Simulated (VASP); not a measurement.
The system is Co.

```
Co
1.0
    -1.40414    1.40414    1.40414
     1.40414   -1.40414    1.40414
     1.40414    1.40414   -1.40414
Co
1
Direct
  0.00000 0.00000 0.00000
```

This isn't the form of Co at room conditions, which is hcp.

```yaml
Program: VASP 6.6.1
Task: relaxation of cell and atoms
Functional: r2SCAN
Potentials_or_basis: VASP PAW PBE potentials, release 64 (Co)
Cutoff: 600 eV
k_mesh: 16 × 16 × 16
Occupations: fermi-dirac, width 0.1 eV
Spin: no spin polarisation
```

At the start: pressure -18.2 GPa; volume 11.07 Å³/atom.

Question: How do energy, volume and symmetry change on relaxing?

Answer: Over 8 steps the energy falls by 55.1 meV/atom and the volume is 10.18 Å³/atom (-8.0 %); space group Im-3m (No. 229, to 0.1 Å) before and after.

The path:
```
step  energy change (eV)  largest force (eV/Å)  pressure (GPa)  volume (Å³)
   1              0.0000                0.0000          -18.18        11.07
   2              0.0437                0.0000           34.99         9.18
   3             -0.0551                0.0000           -0.64        10.20
   4             -0.0551                0.0000            0.30        10.18
   5             -0.0551                0.0000           -0.65        10.20
   6             -0.0551                0.0000            0.17        10.18
   7             -0.0551                0.0000           -0.27        10.19
   8             -0.0551                0.0000            0.00        10.18
```

Final structure:
```xyz
1
Lattice="-1.3655 1.3655 1.3655 1.3655 -1.3655 1.3655 1.3655 1.3655 -1.3655" Properties=species:S:1:pos:R:3 pbc="T T T"
Co    2.7310    0.0000    0.0000
```

Caveat: the PAW data sets were made with another functional, which shifts forces and pressure a little; the run has no spin polarisation, though such a crystal can be magnetic.
